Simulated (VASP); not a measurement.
Set up this calculation in VASP 6.6.1, as the native input.

* Task: single point
* Functional: r2SCAN
* Potentials or basis: VASP PAW PBE potentials, release 64 (Sn_d)
* Cutoff: 550 eV
* k mesh: 4 × 4 × 4
* Occupations: methfessel-paxton, width 0.5 eV
* Spin: no spin polarisation
* Dipole correction: no
* Further INCAR settings: ALGO = Normal; EDIFF = 1e-06; NBANDS = 21

Crystal: Sn.

```
Sn
1.0
     0.00000    3.23334    3.23334
     3.23334    0.00000    3.23334
     3.23334    3.23334    0.00000
Sn
2
Direct
  0.00000 0.00000 0.00000
  0.25000 0.25000 0.25000
```

One way to write it, as run:

POSCAR

```
Sn
1.0
    0.0000000000      3.2333430000      3.2333430000
    3.2333430000      0.0000000000      3.2333430000
    3.2333430000      3.2333430000      0.0000000000
Sn
2
Direct
    0.0000000000      0.0000000000      0.0000000000
    0.2500000000      0.2500000000      0.2500000000
```

INCAR.step1

```
SYSTEM = Sn
ALGO = Normal ; EDIFF = 1E-5
ENCUT = 550 ; GGA = PE
GGA_COMPAT = .FALSE. ; ISMEAR = 1
LASPH = .TRUE. ; LCHARG = .FALSE.
LREAL = .FALSE. ; LWAVE = .TRUE.
NBANDS = 21 ; NELM = 120
PREC = Accurate ; SIGMA = 0.5
```

INCAR.step2

```
SYSTEM = Sn
ALGO = Normal ; EDIFF = 1E-6
ENCUT = 550 ; GGA_COMPAT = .FALSE.
ISIF = 2 ; ISMEAR = 1
ISTART = 1 ; LASPH = .TRUE.
LCHARG = .FALSE. ; LMIXTAU = .TRUE.
LREAL = .FALSE. ; LWAVE = .FALSE.
METAGGA = R2SCAN ; NBANDS = 21
NELM = 120 ; PREC = Accurate
SIGMA = 0.5
```

KPOINTS

```
k-points
0
G
  4 4 4
  0 0 0
```

Potentials or basis: VASP PAW PBE potentials, release 64 (Sn_d).

Run with:

```bash
$ cat potpaw_PBE.64/Sn_d/POTCAR > POTCAR
$ cp INCAR.step1 INCAR
$ mpirun -np 1 vasp_std > vasp.out
$ cp INCAR.step2 INCAR
$ mpirun -np 1 vasp_std > vasp.out
```

Results of the run:

```
Pressure               : 2.7 GPa
Band gap on the k mesh : zero (filled and empty bands touch)
```

Caveat: the k points lie up to 0.42 Å⁻¹ apart; the PAW data sets were made with another functional, which shifts forces and pressure a little; spin-orbit coupling is left out, which moves the levels of the heavy elements.

It took 66 s on 1 thread of AMD EPYC 9R14 (Zen 4) (shared host), peak memory 0.18 GiB.
